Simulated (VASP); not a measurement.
TiCo3:

```xyz
4
Lattice="3.6047 0.0000 0.0000 0.0000 3.6047 0.0000 0.0000 0.0000 3.6047" Properties=species:S:1:pos:R:3 pbc="T T T"
Ti    0.0000    0.0000    0.0000
Co    0.0000    1.8024    1.8024
Co    1.8024    0.0000    1.8024
Co    1.8024    1.8024    0.0000
```

* Program: VASP 6.6.1
* Task: relaxation of cell and atoms
* Functional: LDA
* Potentials or basis: VASP PAW LDA potentials, release 64 (Ti_sv, Co)
* Cutoff: 600 eV
* k mesh: 12 × 12 × 12
* Occupations: gaussian, width 0.1 eV
* Spin: collinear spin, ferrimagnetic start
* Starting moments: [-0.43, 1.22, 1.22, 1.22] μB

At the start: pressure -20.4 GPa; volume 11.71 Å³/atom.

How do energy, volume and symmetry change on relaxing?

Over 7 steps the energy falls by 77.6 meV/atom and the volume is 10.61 Å³/atom (-9.4 %); space group Pm-3m (No. 221, to 0.1 Å) before and after; moment 0.00 μB per cell.

The path:
| step | energy change (eV) | largest force (eV/Å) | pressure (GPa) | volume (Å³) |
| --- | --- | --- | --- | --- |
| 1 | 0.0000 | 0.0000 | -20.41 | 46.84 |
| 2 | 0.2861 | 0.0000 | 42.93 | 37.44 |
| 3 | -0.3099 | 0.0000 | -0.78 | 42.55 |
| 4 | -0.3102 | 0.0000 | -0.11 | 42.44 |
| 5 | -0.3101 | 0.0000 | 0.42 | 42.35 |
| 6 | -0.3101 | 0.0000 | -0.54 | 42.50 |
| 7 | -0.3102 | 0.0000 | 0.01 | 42.42 |

Final structure:
```xyz
4
Lattice="3.4876 0.0000 0.0000 0.0000 3.4876 0.0000 0.0000 0.0000 3.4876" Properties=species:S:1:pos:R:3 pbc="T T T"
Ti    0.0000    0.0000    3.4876
Co    0.0000    1.7438    1.7438
Co    1.7438    0.0000    1.7438
Co    1.7438    1.7438    3.4876
```

Caveat: the moments typed at the start vanished in this run.
